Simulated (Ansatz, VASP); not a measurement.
One calculation of WI6, two programs

```xyz
7
Lattice="0.0000 5.5431 5.5431 5.5431 0.0000 5.5431 5.5431 5.5431 0.0000" Properties=species:S:1:pos:R:3 pbc="T T T"
W     0.0000    0.0000    0.0000
I     2.7048    5.5431    5.5431
I     8.3815    5.5431    5.5431
I     5.5431    2.7048    5.5431
I     5.5431    8.3815    5.5431
I     5.5431    5.5431    2.7048
I     5.5431    5.5431    8.3815
```

Alike in both runs: functional PBE; k mesh 6 × 6 × 6; occupations gaussian, width 0.01 eV; no spin polarisation.

Ansatz relaxed the structure, and its values are those at the end. VASP's run is a single point on that final structure, the one shown.

|  | VASP | Ansatz |
| --- | --- | --- |
| version | VASP 6.6.1 | Ansatz 0.2.0 |
| potentials or method | VASP PAW PBE potentials, release 64 (W_sv, I), cutoff 520 eV | scalar-relativistic, plane waves, PAW |
| valence electrons in the cell | 56 | 116 |

```tsv
	VASP	Ansatz	Ansatz less VASP
gap on the k mesh at the Fermi level (eV)	none	none	-
pressure (GPa)	0.5	0.5	0.00
```

A gap of «none» marks a metal or a gap that the smearing closes. VASP's potentials hold 56 valence electrons a cell and Ansatz's 116, so a difference there can come from the potentials and not from the codes. Ansatz's warnings: stress scf threshold loose.

Spin-orbit coupling is off throughout.
